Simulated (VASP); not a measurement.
A run of VASP 6.6.1:

INCAR

```
SYSTEM = Ge13H7
  PREC = Accurate
  ENCUT = 410
  EDIFF = 1E-6
  ISMEAR = -1
  SIGMA = 0.05
  LREAL = Auto
  LASPH = .TRUE.
  NELM = 120
  ALGO = Normal
  ISIF = 2
  LWAVE = .FALSE.
  LCHARG = .FALSE.
  GGA = PE
  NBANDS = 110
  ISYM = -1
  GGA_COMPAT = .FALSE.
```

The input KPOINTS:

```
explicit points
1
Reciprocal
  0.25000000   0.25000000   0.25000000 1
```

Contents of POSCAR:

```
Ge13H7
1.0
    6.8906340000      0.2594100000      0.1123140000
    0.2594100000      7.1389950000      0.0092880000
    0.1123140000      0.0092880000      7.2079550000
H Ge
7 13
Direct
    0.1687795736      0.5314285633      0.9247453380
    0.3998306557      1.0026726685      0.2282259803
    0.8598524169      0.0825319083      0.0343242958
    0.6035743378      0.9346107938      0.8447456299
    0.1534769496      0.7140052150      0.7864862793
    0.3647931272      1.0062852639      0.6865360906
    0.9337703295     -0.0076863157      0.0324298514
    0.1072247452      0.3188814372      0.9549788240
    0.4792213116      0.1119251588      0.9897771527
    0.1049937834      0.3259609178      0.5971361091
    0.9666806695      0.4702893148      0.3076336048
    0.5305276712      0.7406007670      0.3566585273
    0.8172503522      0.8094074496      0.7160153702
    0.6905922056      0.5554754524      0.9195735227
    0.2395570004      0.8032926705      0.1215719872
    0.6798399927      0.3052829346      0.3165766134
    1.0095170984      0.9386485989      0.4069245616
    0.4564926909      0.3333068948      0.6667717439
    0.3728996062      0.4563135316      0.1781968552
    0.2757076052      0.7987435895      0.6239447174
```

Potentials or basis: VASP PAW PBE potentials, release 64 (H, Ge_d).

Run with:

```bash
$ cat potpaw_PBE.64/H/POTCAR potpaw_PBE.64/Ge_d/POTCAR > POTCAR
$ mpirun -np 1 vasp_std > vasp.out
```

Hardware: 1 thread of Intel(R) Xeon(R) Platinum 8375C CPU @ 2.90GHz (Ice Lake), on a shared host.

**Question.** Estimate the wall time of this run.

**Answer.** It took 60 s on 1 thread of Intel(R) Xeon(R) Platinum 8375C CPU @ 2.90GHz (Ice Lake), with other jobs on the host, peak memory 0.32 GiB. Counts: scf iterations 17, k points 1.
